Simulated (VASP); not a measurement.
Input of a VASP 6.6.1 run:

The input INCAR:

```
PREC = Accurate
ENCUT = 520
EDIFF = 1E-6
ISMEAR = -1
SIGMA = 0.2241
LREAL = Auto
LASPH = T
NELM = 100
ALGO = Normal
ISIF = 2
LWAVE = F
LCHARG = F
GGA = PE
NBANDS = 46
```

File KPOINTS:

```
Automatic mesh
0
Gamma
  2 2 2
  0.5 0.5 0.5
```

The input POSCAR:

```
MgS
1.0
    5.8491469780      0.0000000000      5.8491469780
    5.8491469780      5.8491469780      0.0000000000
    0.0000000000      5.8491469780      5.8491469780
Mg S
8 8
Direct
    0.0278413247     -0.0465001138     -0.0113354990
    0.0002631153      0.4977672832      0.0112130880
    0.4844848335     -0.0093413621     -0.0090732888
    0.5154364408      0.4569742409      0.0206967786
   -0.0400751598      0.0637059560      0.4827792002
    0.0148831958      0.4793678481      0.4985212392
    0.5147326630      0.0323091556      0.4999583719
    0.4465995657      0.5737519527      0.5022835827
    0.3944507650      0.4105127652      0.3823939642
    0.3647388257      0.9347368121      0.3659454974
    0.8561090222      0.4288578334      0.3566650843
    0.8775904451      0.8682692569      0.3801888563
    0.3586042560      0.3595002840      0.8825155222
    0.4099352451      0.8027740656      0.8638631443
    0.9114739329      0.3291755203      0.8791297294
    0.8542634539      0.8297580003      0.8930559481
```

Potentials or basis: VASP PAW PBE potentials, release 64 (Mg, S).

Launch:

```console
$ cat potpaw_PBE.64/Mg/POTCAR potpaw_PBE.64/S/POTCAR > POTCAR
$ mpirun -np 1 vasp_std > vasp.out
```

(1) What does it give for the band gap on the k mesh?

(2) Estimate the pressure.

(3) Predict the largest force.

## Answers

(1) 3.01 eV, indirect (least direct gap 3.02 eV).

(2) -3.7 GPa.

(3) 2.475 eV/Å.

Caveat: forces of over 1 eV/Å act on the atoms, so gaps and moduli don't describe the material at rest.
